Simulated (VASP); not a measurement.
Crystal: MgS.

```
Mg S
1.0
     0.00000    2.60152    2.60152
     2.60152    0.00000    2.60152
     2.60152    2.60152    0.00000
Mg S
1 1
Direct
  0.00000 0.00000 0.00000
  0.50000 0.50000 0.50000
```

Program: VASP 6.6.1. Alike in all runs: task single point; potentials or basis VASP PAW PBE potentials, release 64 (Mg, S); no spin polarisation; cell as given; k mesh 4 × 4 × 4; cutoff (eV) 520; smearing gaussian 0.01 eV. Hardware: 1 thread of Intel Xeon 6975P-C, with other jobs on the host.

**Question.** Order these runs on this cell by their wall time, lowest first.
A. level HSE06; grid for exact exchange (PRECFOCK) Normal; screening parameter 0.2079 1/Å
B. level PBE
C. level r2SCAN

**Answer.** B (3.6 s), C (20 s), A (100 s).

Caveats: all runs use coarse meshes.
